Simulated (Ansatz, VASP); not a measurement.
Two plane-wave programs on InGa3As4

The input INCAR:

```
PREC = Accurate ; ENCUT = 600
EDIFF = 1E-6 ; ISMEAR = 0
SIGMA = 0.1 ; LREAL = F
LASPH = T ; NELM = 80
ALGO = Normal ; ISIF = 3
LWAVE = F ; LCHARG = F
GGA = PE ; IBRION = 2
NSW = 100 ; EDIFFG = -0.01
```

The input KPOINTS:

```
regular mesh
0
Gamma
  6 6 6
```

POSCAR

```
InGa3As4
1.0
    5.8704031527      0.0000000000      0.0000000000
    0.0000000000      5.8704031527      0.0000000000
    0.0000000000      0.0000000000      5.8704031527
In Ga As
1 3 4
Direct
    0.5000000000      0.5000000000      0.5000000000
    0.5000000000      0.0000000000      0.0000000000
    0.0000000000      0.0000000000      0.5000000000
    0.0000000000      0.5000000000      0.0000000000
    0.2404003248      0.7595996752      0.2404003248
    0.2404003248      0.2404003248      0.7595996752
    0.7595996752      0.7595996752      0.7595996752
    0.7595996752      0.2404003248      0.2404003248
```

Input for Ansatz:

```yaml
crystal:
  lattice:
    - [5.8704031527, 0.0, 0.0]
    - [0.0, 5.8704031527, 0.0]
    - [0.0, 0.0, 5.8704031527]
  atoms:
    - { symbol: In, position: [0.5, 0.5, 0.5] }
    - { symbol: Ga, position: [0.5, 0.0, 0.0] }
    - { symbol: Ga, position: [0.0, 0.0, 0.5] }
    - { symbol: Ga, position: [0.0, 0.5, 0.0] }
    - { symbol: As, position: [0.2404003248, 0.7595996752, 0.2404003248] }
    - { symbol: As, position: [0.2404003248, 0.2404003248, 0.7595996752] }
    - { symbol: As, position: [0.7595996752, 0.7595996752, 0.7595996752] }
    - { symbol: As, position: [0.7595996752, 0.2404003248, 0.2404003248] }
basis:
  ecutwfc: 420
kpoints:
  mp_grid: { grid: [6, 6, 6] }
hamiltonian:
  xc: pbe
scf:
  occupations: { method: gaussian, width: 0.1 }
output:
  forces: true
  stress: true
  eigenvalues: true
  write_density: true
  write_potential: true
  elf: true
  volumetric_format: npy
relax:
  adjacent_minimum: "off"
  f_tol: 0.01
  max_steps: 80
  cell: { stress_tol: 0.05 }
```

Alike in both runs: task relaxation of cell and atoms; functional PBE; k mesh 6 × 6 × 6; occupations gaussian, width 0.1 eV; no spin polarisation.

|  | VASP | Ansatz |
| --- | --- | --- |
| version | VASP 6.6.1 | Ansatz 0.2.0 |
| potentials or method | VASP PAW PBE potentials, release 64 (In_d, Ga_d, As), cutoff 600 eV | scalar-relativistic, plane waves, PAW |
| valence electrons in the cell | 72 | 112 |

```csv
,VASP,Ansatz,Ansatz less VASP
"gap on the k mesh at the Fermi level, each at its own relaxed structure (eV)",none,none,-
relaxed volume (Å³/atom),25.19,25.13,-0.064
relaxed length of the cell vector where the two differ most in proportion (Å),5.863,5.858,-0.0050
```

A gap of «none» marks a metal or a gap that the smearing closes. VASP's potentials hold 72 valence electrons a cell and Ansatz's 112, so a difference there can come from the potentials and not from the codes.
